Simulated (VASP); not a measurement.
A run of VASP 6.6.1:

Contents of INCAR:

```
  PREC = Accurate
  ENCUT = 520
  EDIFF = 1E-7
  ISMEAR = -1
  SIGMA = 0.03
  LREAL = F
  LASPH = T
  NELM = 60
  ALGO = Normal
  ISIF = 2
  LWAVE = F
  LCHARG = T
  GGA = PS
  LELF = T
  LVHAR = T
  NBANDS = 15
```

Contents of KPOINTS:

```
Automatic mesh
0
Gamma
  14 14 14
```

Contents of POSCAR:

```
TiC
1.0
    0.0000000000      2.1711894216      2.1711894216
    2.1711894216      0.0000000000      2.1711894216
    2.1711894216      2.1711894216      0.0000000000
Ti C
1 1
Direct
    0.0000000000      0.0000000000      0.0000000000
    0.5000000000      0.5000000000      0.5000000000
```

Potentials or basis: VASP PAW PBE potentials, release 64 (Ti_sv, C).

Launch:

```bash
$ cat potpaw_PBE.64/Ti_sv/POTCAR potpaw_PBE.64/C/POTCAR > POTCAR
$ mpirun -np 1 vasp_std > vasp.out
```

Hardware: 1 thread of AMD EPYC 7R13, on a shared host.

**Question.** Estimate the wall time of this run.

**Answer.** Run time: 58 s on 1 thread of AMD EPYC 7R13 (shared host), peak memory 0.13 GiB. Counts: scf iterations 16, k points 104.
